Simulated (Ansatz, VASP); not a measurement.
# One calculation of RbBr, two programs

```xyz
2
Lattice="0.0000 3.5075 3.5075 3.5075 0.0000 3.5075 3.5075 3.5075 0.0000" Properties=species:S:1:pos:R:3 pbc="T T T"
Rb    0.0000    0.0000    0.0000
Br    3.5075    3.5075    3.5075
```

Alike in both runs: functional r2SCAN; k mesh 8 × 8 × 8; occupations fermi-dirac, width 0.02 eV; no spin polarisation.

Ansatz relaxed the structure, and its values are those at the end. VASP's run is a single point on that final structure, the one shown.

```csv
,VASP,Ansatz
version,VASP 6.6.1,Ansatz 0.2.0
potentials or method,"VASP PAW PBE potentials, release 64 (Rb_sv, Br), cutoff 520 eV",PAW plane waves
valence electrons in the cell,16,16
```

|  | VASP | Ansatz | Ansatz less VASP |
| --- | --- | --- | --- |
| gap on the k mesh at the Fermi level (eV) | 4.79 | 4.79 | -0.001 |
| pressure (GPa) | -0.5 | -0.5 | -0.01 |

VASP's potentials were made for PBE, not for r2SCAN. Ansatz's warnings: stress scf threshold loose.
